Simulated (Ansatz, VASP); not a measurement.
# Two plane-wave programs on CoO

```
CELL_PARAMETERS angstrom
0.00000 2.13150 2.13150
2.13150 0.00000 2.13150
2.13150 2.13150 0.00000
ATOMIC_POSITIONS crystal
Co 0.00000 0.00000 0.00000
O 0.50000 0.50000 0.50000
```

Alike in both runs: task relaxation of cell and atoms; functional revPBE; k mesh 11 × 11 × 11; occupations fermi-dirac, width 0.05 eV; collinear spin.

|  | VASP | Ansatz |
| --- | --- | --- |
| version | VASP 6.6.1 | Ansatz 0.2.0 |
| potentials or method | VASP PAW PBE potentials, release 64 (Co, O) | Ansatz PAW |
| plane-wave cutoff (eV) | 600 | 420 |
| valence electrons in the cell | 15 | 23 |

|  | VASP | Ansatz | Ansatz less VASP |
| --- | --- | --- | --- |
| gap on the k mesh at the Fermi level, each at its own relaxed structure (eV) | none | none | - |
| net moment per atom (μB) | 1.47 | 1.48 | +0.014 |
| size of the moment on the site where the two differ most (μB) | 2.59 | 2.53 | -0.059 |
| relaxed volume (Å³/atom) | 9.79 | 9.83 | +0.041 |
| relaxed cell length with the largest relative difference (Å) | 3.026 | 3.030 | +0.0042 |

VASP's potentials were made for PBE, not for revPBE. Site moments also hang on the region over which each program counts them. A gap of «none» marks a metal or a gap that the smearing closes. VASP's potentials hold 15 valence electrons a cell and Ansatz's 23, so a difference there can come from the potentials and not from the codes.

Noted on Ansatz's run: the plane-wave basis is chosen anew once the cell has moved, so the energies of steps on either side of that aren't comparable.
